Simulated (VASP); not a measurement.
# Sb (I4/mmm) in VASP: a series of runs

The runs below take Sb through single point, with PBEsol+D4, PBEsol+D3(BJ), RPBE+D4.

Everything below comes from runs of VASP 6.6.1. Logs are shortened: lines on timing, memory, paths and dates and some standing lists are left out, and cuts for length are marked.

## 1. The cell of the first run

It takes space group I4/mmm (No. 139, tetragonal). The conventional cell has a = 3.195 Å, b = 3.195 Å, c = 5.495 Å, α = 90.00°, β = 90.00°, γ = 90.00°. Within 4.2 Å of Sb (site symmetry 4/mmm) lie 12 Sb at 3.19 to 3.56 Å.

## 2. Single point, PBEsol+D4 (volume scaled by 1.04)

The input, INCAR:

```
SYSTEM = Sb
PREC = Accurate ; ENCUT = 520
EDIFF = 1E-6 ; ISMEAR = 0
SIGMA = 0.01 ; LREAL = .False.
LASPH = .True. ; NELM = 60
ALGO = Normal ; ISIF = 2
LWAVE = .False. ; LCHARG = .True.
GGA = PS ; IVDW = 13
LELF = .True. ; LVHAR = .True.
NBANDS = 8
```

The input, KPOINTS:

```
Automatic mesh
0
Gamma
  12 12 12
  0 0 0
```

The input, POSCAR:

```
Sb
1.0
   -1.5972865120      1.5972865120      2.7476259243
    1.5972865120     -1.5972865120      2.7476259243
    1.5972865120      1.5972865120     -2.7476259243
Sb
1
Direct
    0.0000000000      0.0000000000      0.0000000000
```

Potentials or basis: VASP PAW PBE potentials, release 64 (Sb).

Launch:

```sh
$ cat potpaw_PBE.64/Sb/POTCAR > POTCAR
$ mpirun -np 1 vasp_std > vasp.out
```

OUTCAR:

```text
SYSTEM = Sb
   PREC = Accurate
   ENCUT = 520
   EDIFF = 1E-6
   ISMEAR = 0
   LREAL = .False.
   LASPH = .True.
   NELM = 60
   ISIF = 2
   GGA = PS
   IVDW = 13

 ion  position               nearest neighbor table
   1  0.000  0.000  0.000-

  LATTYP: Found a body centered tetragonal cell.
 ALAT       =     3.1945730240
 C/A-ratio  =     1.7201835135

  Lattice vectors:

 A1 = (  -1.5972865120,   1.5972865120,   2.7476259243)
 A2 = (   1.5972865120,  -1.5972865120,   2.7476259243)
 A3 = (   1.5972865120,   1.5972865120,  -2.7476259243)

Analysis of symmetry for initial positions (statically):
=====================================================================
 Subroutine PRICEL returns:
 Original cell was already a primitive cell.

 Routine SETGRP: Setting up the symmetry group for a
 body centered tetragonal supercell.

 Subroutine GETGRP returns: Found 16 space group operations
 (whereof 16 operations were pure point group operations)
 out of a pool of 16 trial point group operations.

The static configuration has the point symmetry D_4h.

Analysis of symmetry for dynamics (positions and initial velocities):
=====================================================================
 Subroutine PRICEL returns:
 Original cell was already a primitive cell.

 Routine SETGRP: Setting up the symmetry group for a
 body centered tetragonal supercell.

 Subroutine GETGRP returns: Found 16 space group operations
 (whereof 16 operations were pure point group operations)
 out of a pool of 16 trial point group operations.

The dynamic configuration has the point symmetry D_4h.

 Subroutine INISYM returns: Found 16 space group operations
 (whereof 16 operations are pure point group operations),
 and found     1 'primitive' translations

----------------------------------------------------------------------------------------

                                     Primitive cell

  volume of cell :      28.0403

  direct lattice vectors                    reciprocal lattice vectors
    -1.597286512  1.597286512  2.747625924     0.000000000  0.313030878  0.181975281
     1.597286512 -1.597286512  2.747625924     0.313030878  0.000000000  0.181975281
     1.597286512  1.597286512 -2.747625924     0.313030878  0.313030878  0.000000000

  length of vectors
     3.556978581  3.556978581  3.556978581     0.362081943  0.362081943  0.442692514

  position of ions in fractional coordinates (direct lattice)
     0.000000000  0.000000000  0.000000000

  ion indices of the primitive-cell ions
   primitive index   ion index
                 1           1

----------------------------------------------------------------------------------------

 KPOINTS: Automatic mesh

Automatic generation of k-mesh.
 Grid dimensions read from file:
 generate k-points for:   12   12   12

 Generating k-lattice:

  Cartesian coordinates                     Fractional coordinates (reciprocal lattice)
     0.000000000  0.026085907  0.015164607     0.083333333 -0.000000000  0.000000000
     0.026085907  0.000000000  0.015164607    -0.000000000  0.083333333  0.000000000
     0.026085907  0.026085907  0.000000000     0.000000000  0.000000000  0.083333333

  Length of vectors
     0.030173495  0.030173495  0.036891043

  Shift w.r.t. Gamma in fractional coordinates (k-lattice)
     0.000000000  0.000000000  0.000000000

 Subroutine IBZKPT returns following result:
 ===========================================

 Found    163 irreducible k-points:

 Following reciprocal coordinates:
            Coordinates               Weight
  0.000000  0.000000  0.000000      1.000000
  0.083333  0.000000  0.000000      8.000000
  0.166667  0.000000  0.000000      8.000000
  0.250000 -0.000000  0.000000      8.000000
  0.333333  0.000000  0.000000      8.000000
  0.416667  0.000000 -0.000000      8.000000
[... 16 lines left out ...]
  0.500000  0.166667  0.000000     16.000000
 -0.416667  0.166667  0.000000     16.000000
 [... further k-points ...]
[... 45 lines left out ...]
 fundamental gap:      0.0386743839
 Fermi energy:         7.8633102460

 k-point     1 :       0.0000    0.0000    0.0000
  band No.  band energies     occupation
      1      -4.7963      2.00000
      2      12.2326      0.00000
      3      13.0224      0.00000
      4      13.0224      0.00000
      5      17.1413      0.00000
      6      18.2884      0.00000
      7      18.4866      0.00000
      8      18.5000      0.00000

 k-point     2 :       0.0833    0.0000    0.0000
  band No.  band energies     occupation
      1      -4.6622      2.00000
      2      11.5862      0.00000
      3      12.2026      0.00000
      4      12.9955      0.00000
      5      16.9280      0.00000
      6      17.4799      0.00000
      7      18.3270      0.00000
      8      18.7026      0.00000

 k-point     3 :       0.1667    0.0000    0.0000
  band No.  band energies     occupation
      1      -4.2625      2.00000
      2       9.4447      0.00000
      3      11.4162      0.00000
      4      12.9410      0.00000
      5      15.8099      0.00000
      6      17.2936      0.00000
      7      19.1837      0.00000
      8      19.2791      0.00000

 k-point     4 :       0.2500   -0.0000    0.0000
  band No.  band energies     occupation
      1      -3.6076      2.00000
      2       7.0895      2.00000
      3      10.6759      0.00000
      4      12.9060      0.00000
      5      14.9566      0.00000
      6      17.1465      0.00000
      7      19.7658      0.00000
      8      20.4835      0.00000

 k-point     5 :       0.3333    0.0000    0.0000
  band No.  band energies     occupation
      1      -2.7305      2.00000
      2       4.9112      2.00000
      3      10.0716      0.00000
      4      12.9132      0.00000
      5      14.3622      0.00000
      6      17.2102      0.00000
      7      19.2622      0.00000
      8      19.8224      0.00000
[... 177 lines left out ...]
 k-point    22 :       0.4167    0.1667    0.0000
  band No.  band energies     occupation
      1      -0.9135      2.00000
      2       3.0475      2.00000
      3       8.5513      0.00000
      4      10.0488      0.00000
      5      14.5350      0.00000
      6      16.2010      0.00000
      7      20.2302      0.00000
      8      21.5020      0.00000

 k-point    23 :       0.5000    0.1667    0.0000
  band No.  band energies     occupation
      1      -0.8918      2.00000
      2       3.0031      2.00000
      3       8.7456      0.00000
      4      10.2240      0.00000
      5      14.2956      0.00000
      6      16.0659      0.00000
      7      19.7361      0.00000
      8      21.0913      0.00000

 k-point    24 :      -0.4167    0.1667    0.0000
  band No.  band energies     occupation
      1      -1.7461      2.00000
      2       4.3526      2.00000
      3       9.1039      0.00000
      4      10.4889      0.00000
      5      14.4256      0.00000
      6      16.1678      0.00000
      7      18.1981      0.00000
      8      21.3588      0.00000

 [... further k-points ...]

------------------------ aborting loop because EDIFF is reached ----------------------------------------

  DFT-D4 for vdW energy calculation

  Edisp (eV):   -0.31283

  FORCE on cell =-STRESS in cart. coord.  units (eV):
  Direction    XX          YY          ZZ          XY          YZ          ZX
  --------------------------------------------------------------------------------------
  -------------------------------------------------------------------------------------
  Total      -0.91210    -0.91210    -0.94405     0.00000     0.00000     0.00000
  in kB     -52.11602   -52.11602   -53.94159     0.00000     0.00000     0.00000
  external pressure =      -52.72 kB  Pullay stress =        0.00 kB

 VOLUME and BASIS-vectors are now :
 -----------------------------------------------------------------------------
  energy-cutoff  :      520.00
  volume of cell :       28.04
      direct lattice vectors                 reciprocal lattice vectors
    -1.597286512  1.597286512  2.747625924     0.000000000  0.313030878  0.181975281
     1.597286512 -1.597286512  2.747625924     0.313030878  0.000000000  0.181975281
     1.597286512  1.597286512 -2.747625924     0.313030878  0.313030878  0.000000000

 POSITION                                       TOTAL-FORCE (eV/Angst)
 -----------------------------------------------------------------------------------
      0.00000      0.00000      0.00000         0.000000      0.000000      0.000000
 -----------------------------------------------------------------------------------
    total drift:                               -0.000000      0.000000      0.000000

  FREE ENERGIE OF THE ION-ELECTRON SYSTEM (eV)
  ---------------------------------------------------
  free  energy   TOTEN  =        -4.6089196349 eV

  energy  without entropy=       -4.6089034998  energy(sigma->0) =       -4.60891157
```

It took 27 s on 1 thread of Intel Xeon Platinum 8375C at 2.90GHz (Ice Lake), shared host; peak memory 0.18 GiB.

What came out:

- Free energy: -4.6089 eV
- Pressure: -5.3 GPa
- Dispersion energy per atom: -0.313 eV

Stress tensor (GPa, compression positive):
```
-5.21  0.00  0.00
 0.00 -5.21  0.00
 0.00  0.00 -5.39
```

Levels at points of the mesh, in eV from the Fermi level:
```tsv
k point	band 1	band 2	band 3	band 4	band 5	band 6	band 7
(0.00, 0.00, 0.00)	-12.66	4.37	5.16	5.16	9.28	10.43	10.62
(0.50, 0.00, 0.00)	-9.06	-5.57	1.69	5.10	6.03	9.99	10.42
(0.50, 0.50, 0.00)	-6.74	-4.22	-0.98	0.58	3.46	4.39	15.54
(0.50, 0.50, 0.50)	-9.20	-5.44	2.04	2.04	5.87	5.96	18.02
```

Caveat: the cell differs from its parent crystal (volume scaled by 1.04); the PAW data sets were made with another functional, which shifts forces and pressure a little; spin-orbit coupling is left out, which moves the levels of the heavy elements; pairwise dispersion overbinds metals, which lowers pressure and volume.

## 3. Single point, PBEsol+D4 (volume scaled by 1.06)

The input, INCAR:

```
PREC = Accurate
ENCUT = 520
EDIFF = 1E-6
ISMEAR = 0
SIGMA = 0.01
LREAL = False
LASPH = True
NELM = 60
ALGO = Normal
ISIF = 2
LWAVE = False
LCHARG = False
GGA = PS
IVDW = 13
NBANDS = 8
```

The input, KPOINTS:

```
regular mesh
0
Gamma
  12 12 12
```

The input, POSCAR:

```
Sb
1.0
   -1.6074605858      1.6074605858      2.7651271982
    1.6074605858     -1.6074605858      2.7651271982
    1.6074605858      1.6074605858     -2.7651271982
Sb
1
Direct
    0.0000000000      0.0000000000      0.0000000000
```

Potentials or basis: VASP PAW PBE potentials, release 64 (Sb).

Launch:

```sh
$ cat potpaw_PBE.64/Sb/POTCAR > POTCAR
$ mpirun -np 1 vasp_std > vasp.out
```

It took 26 s on 1 thread of Intel Xeon Platinum 8375C at 2.90GHz (Ice Lake), shared host; peak memory 0.18 GiB.

It converged, with:

| Quantity | Value |
| --- | --- |
| Free energy | -4.5896 eV |
| Pressure | -6.2 GPa |
| Dispersion energy per atom | -0.307 eV |

Levels at points of the mesh, in eV from the Fermi level:
| k point | band 1 | band 2 | band 3 | band 4 | band 5 | band 6 | band 7 | band 8 |
| --- | --- | --- | --- | --- | --- | --- | --- | --- |
| (0.00, 0.00, 0.00) | -12.50 | 4.26 | 5.05 | 5.05 | 9.23 | 10.31 | 10.58 | 10.58 |
| (0.50, 0.00, 0.00) | -9.00 | -5.43 | 1.66 | 4.99 | 6.01 | 9.90 | 10.42 | 10.58 |
| (0.50, 0.50, 0.00) | -6.77 | -4.11 | -0.95 | 0.59 | 3.48 | 4.42 | 15.41 | 15.44 |
| (0.50, 0.50, 0.50) | -9.15 | -5.30 | 2.02 | 2.02 | 5.88 | 5.93 | 17.91 | 17.92 |

Caveat: the cell differs from its parent crystal (volume scaled by 1.06); the PAW data sets were made with another functional, which shifts forces and pressure a little; spin-orbit coupling is left out, which moves the levels of the heavy elements; pairwise dispersion overbinds metals, which lowers pressure and volume.

## 4. Single point, PBEsol+D3(BJ)

This run uses another cell than the first one, of 25.07 Å³/atom, 0.894 times its volume.

The input, INCAR:

```
PREC     = Accurate       # precision mode
ENCUT    = 520            # plane-wave cutoff, eV
EDIFF    = 1E-7           # SCF threshold, eV
ISMEAR   = -1             # smearing method
SIGMA    = 0.05           # smearing width, eV
LREAL    = F              # projectors in reciprocal space
LASPH    = T              # aspherical terms in the spheres
NELM     = 100            # most SCF steps
ALGO     = Normal         # electronic algorithm
ISIF     = 2              # what is computed and relaxed
LWAVE    = F              # write WAVECAR
LCHARG   = F              # write CHGCAR
GGA      = PS             # functional
IVDW     = 12             # dispersion correction
NBANDS   = 8              # bands
```

KPOINTS is that of step 3.

The input, POSCAR:

```
Sb
1.0
   -1.5669558390      1.5669558390      2.5527535434
    1.5669558390     -1.5669558390      2.5527535434
    1.5669558390      1.5669558390     -2.5527535434
Sb
1
Direct
    0.0000000000      0.0000000000      0.0000000000
```

Launch:

```sh
$ cat potpaw_PBE.64/Sb/POTCAR > POTCAR
$ mpirun -np 1 vasp_std > vasp.out
```

It took 28 s on 1 thread of AMD EPYC 9R45 (Zen 5), shared host; peak memory 0.15 GiB.

It converged, with:

- Free energy: -4.8533 eV
- Pressure: 0.0 GPa
- Dispersion energy per atom: -0.546 eV

Stress tensor (GPa, compression positive):
```
 0.08  0.00  0.00
 0.00  0.08  0.00
 0.00  0.00 -0.01
```

Levels at points of the mesh, in eV from the Fermi level:
| k point | band 1 | band 2 | band 3 | band 4 | band 5 | band 6 | band 7 |
| --- | --- | --- | --- | --- | --- | --- | --- |
| (0.00, 0.00, 0.00) | -13.52 | 5.62 | 5.91 | 5.91 | 9.79 | 10.48 | 10.74 |
| (0.50, 0.00, 0.00) | -9.31 | -6.28 | 2.53 | 5.33 | 6.97 | 10.17 | 10.18 |
| (0.50, 0.50, 0.00) | -6.78 | -4.90 | -0.69 | 0.49 | 3.63 | 4.33 | 16.99 |
| (0.50, 0.50, 0.50) | -8.89 | -5.97 | 1.72 | 1.72 | 5.58 | 5.70 | 18.53 |

Caveat: the PAW data sets were made with another functional, which shifts forces and pressure a little; spin-orbit coupling is left out, which moves the levels of the heavy elements; pairwise dispersion overbinds metals, which lowers pressure and volume.

## 5. Single point, PBEsol+D4

This run uses another cell than the first one, of 25.57 Å³/atom, 0.912 times its volume.

The input, INCAR:

```
SYSTEM = Sb
ALGO = Normal
EDIFF = 1E-6
ENCUT = 520
GGA = PS
ISIF = 2
ISMEAR = -1
IVDW = 13
LASPH = .True.
LCHARG = .False.
LREAL = .False.
LWAVE = .False.
NBANDS = 8
NELM = 100
PREC = Accurate
SIGMA = 0.05
```

The input, KPOINTS:

```
k-points
0
Gamma
  12 12 12
  0 0 0
```

The input, POSCAR:

```
Sb
1.0
   -1.5759506879      1.5759506879      2.5736642900
    1.5759506879     -1.5759506879      2.5736642900
    1.5759506879      1.5759506879     -2.5736642900
Sb
1
Direct
    0.0000000000      0.0000000000      0.0000000000
```

Launch:

```sh
$ cat potpaw_PBE.64/Sb/POTCAR > POTCAR
$ mpirun -np 1 vasp_std > vasp.out
```

Run time: 25 s. Hardware: 1 thread of AMD EPYC 9R45 (Zen 5), shared host; peak memory 0.14 GiB.

The run converged. Its results:

```
Free energy                : -4.6590 eV
Pressure                   : 0.0 GPa
Dispersion energy per atom : -0.343 eV
```

Stress tensor (GPa, compression positive):
```
 0.05  0.00  0.00
 0.00  0.05  0.00
 0.00  0.00 -0.05
```

Levels at points of the mesh, in eV from the Fermi level:
| k point | band 1 | band 2 | band 3 | band 4 | band 5 | band 6 |
| --- | --- | --- | --- | --- | --- | --- |
| (0.00, 0.00, 0.00) | -13.36 | 5.44 | 5.76 | 5.76 | 9.71 | 10.48 |
| (0.50, 0.00, 0.00) | -9.27 | -6.15 | 2.44 | 5.22 | 6.87 | 10.08 |
| (0.50, 0.50, 0.00) | -6.81 | -4.80 | -0.70 | 0.49 | 3.61 | 4.34 |
| (0.50, 0.50, 0.50) | -8.89 | -5.85 | 1.72 | 1.72 | 5.58 | 5.67 |

Caveat: the PAW data sets were made with another functional, which shifts forces and pressure a little; spin-orbit coupling is left out, which moves the levels of the heavy elements; pairwise dispersion overbinds metals, which lowers pressure and volume.

## 6. Single point, RPBE+D4

This run uses another cell than the first one, of 25.79 Å³/atom, 0.920 times its volume.

The input, INCAR:

```
ALGO     = Normal         # electronic algorithm
EDIFF    = 1E-6           # SCF threshold, eV
ENCUT    = 520            # plane-wave cutoff, eV
GGA      = RP             # functional
ISIF     = 2              # what is computed and relaxed
ISMEAR   = -1             # smearing method
IVDW     = 13             # dispersion correction
LASPH    = T              # aspherical terms in the spheres
LCHARG   = F              # write CHGCAR
LREAL    = F              # projectors in reciprocal space
LWAVE    = F              # write WAVECAR
NBANDS   = 8              # bands
NELM     = 80             # most SCF steps
PREC     = Accurate       # precision mode
SIGMA    = 0.05           # smearing width, eV
```

The input, KPOINTS:

```
k-points
0
Gamma
  12 12 12
```

The input, POSCAR:

```
Sb
1.0
   -1.5798779606      1.5798779606      2.5826201007
    1.5798779606     -1.5798779606      2.5826201007
    1.5798779606      1.5798779606     -2.5826201007
Sb
1
Direct
    0.0000000000      0.0000000000      0.0000000000
```

Potentials or basis: VASP PAW PBE potentials, release 64 (Sb).

Launch:

```sh
$ cat potpaw_PBE.64/Sb/POTCAR > POTCAR
$ mpirun -np 1 vasp_std > vasp.out
```

Run time: 24 s. Hardware: 1 thread of AMD EPYC 9R45 (Zen 5), shared host; peak memory 0.14 GiB.

The run converged. Its results:

* Free energy: -4.5375 eV
* Pressure: -0.2 GPa
* Dispersion energy per atom: -1.112 eV

Levels at points of the mesh, in eV from the Fermi level:
```csv
k point,band 1,band 2,band 3,band 4,band 5,band 6,band 7,band 8
"(0.00, 0.00, 0.00)",-13.28,5.40,5.73,5.73,9.57,10.41,10.57,10.57
"(0.50, 0.00, 0.00)",-9.22,-6.10,2.42,5.20,6.79,9.96,10.13,10.39
"(0.50, 0.50, 0.00)",-6.78,-4.76,-0.71,0.50,3.59,4.28,16.64,17.03
"(0.50, 0.50, 0.50)",-8.86,-5.81,1.72,1.72,5.50,5.65,18.20,18.47
```

Caveat: the PAW data sets were made with another functional, which shifts forces and pressure a little; spin-orbit coupling is left out, which moves the levels of the heavy elements; pairwise dispersion overbinds metals, which lowers pressure and volume.

## 7. Overview

```tsv
level	cell	smearing	gap on the mesh (eV)	pressure (GPa)
PBEsol+D4	a = 3.557 Å, angles 126.6, 126.6, 78.8°, 1 atom	gaussian 0.01 eV	none	-5.3
PBEsol+D4	a = 3.580 Å, angles 126.6, 126.6, 78.8°, 1 atom	gaussian 0.01 eV	none	-6.2
PBEsol+D3(BJ)	a = 3.380 Å, angles 124.8, 124.8, 81.9°, 1 atom	fermi-dirac 0.05 eV	none	0.0
PBEsol+D4	a = 3.405 Å, angles 124.9, 124.9, 81.8°, 1 atom	fermi-dirac 0.05 eV	none	0.0
RPBE+D4	a = 3.415 Å, angles 124.9, 124.9, 81.7°, 1 atom	fermi-dirac 0.05 eV	none	-0.2
```

Alike in all rows: task single point; potentials or basis VASP PAW PBE potentials, release 64 (Sb); no spin polarisation; k mesh 12 × 12 × 12; cutoff (eV) 520.

Caveats: the PAW data sets were made with another functional, which shifts forces and pressure a little; spin-orbit coupling is left out, which moves the levels of the heavy elements; pairwise dispersion overbinds metals, which lowers pressure and volume.

Total energies depend on the potentials used, so only differences within one code and one set of settings carry meaning.
